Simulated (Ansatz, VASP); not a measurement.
**Two plane-wave programs on BN**

INCAR

```
SYSTEM = BN
PREC     = Accurate       ! precision mode
ENCUT    = 520            ! plane-wave cutoff, eV
EDIFF    = 1E-6           ! SCF threshold, eV
ISMEAR   = 0              ! smearing method
SIGMA    = 0.02           ! smearing width, eV
LREAL    = .FALSE.        ! projectors in reciprocal space
LASPH    = .TRUE.         ! aspherical terms in the spheres
NELM     = 100            ! most SCF steps
ALGO     = Normal         ! electronic algorithm
ISIF     = 2              ! what is computed and relaxed
LWAVE    = .FALSE.        ! write WAVECAR
LCHARG   = .FALSE.        ! write CHGCAR
GGA      = PE             ! functional
IBRION   = 2              ! ionic algorithm
NSW      = 60             ! ionic steps
EDIFFG   = -0.002         ! ionic threshold
```

KPOINTS

```
Automatic mesh
0
G
  12 12 12
  0 0 0
```

Contents of POSCAR:

```
BN
1.0
    0.0000000000      1.7899407191      1.7899407191
    1.7899407191      0.0000000000      1.7899407191
    1.7899407191      1.7899407191      0.0000000000
B N
1 1
Direct
    0.0000000000      0.0000000000      0.0000000000
    0.2500000000      0.2500000000      0.2500000000
```

Input for Ansatz:

```yaml
crystal:
  lattice:
    - [0.0, 1.7899407191, 1.7899407191]
    - [1.7899407191, 0.0, 1.7899407191]
    - [1.7899407191, 1.7899407191, 0.0]
  atoms:
    - { symbol: B, position: [0.0, 0.0, 0.0] }
    - { symbol: "N", position: [0.25, 0.25, 0.25] }
basis:
  ecutwfc: 420
kpoints:
  mp_grid: { grid: [12, 12, 12] }
hamiltonian:
  xc: pbe
  pseudopotentials: { kind: paw, azcp: { folder: soft_1 } }
scf:
  occupations: { method: gaussian, width: 0.02 }
output:
  forces: true
  stress: true
  eigenvalues: true
relax:
  adjacent_minimum: "off"
  f_tol: 0.002
  max_steps: 40
```

Change from the starting cell: strained cell.

Alike in both runs: task relaxation of the atoms; functional PBE; k mesh 12 × 12 × 12; occupations gaussian, width 0.02 eV; no spin polarisation.

```csv
,VASP,Ansatz
version,VASP 6.6.1,Ansatz 0.2.0
potentials or method,"VASP PAW PBE potentials, release 64 (B, N), cutoff 520 eV","scalar-relativistic, plane waves, PAW"
valence electrons in the cell,8,8
```

Ansatz gave:

| Property | Result |
| --- | --- |
| gap on the k mesh at the Fermi level, each at its own relaxed structure (eV) | 4.50 |

Task: What did VASP give for the same quantities?

Result: gap on the k mesh at the Fermi level, each at its own relaxed structure (eV): 4.49.

Ansatz's warnings: stress scf threshold loose.

Noted on VASP's run: the relaxation stopped at its first step, so nothing moved.
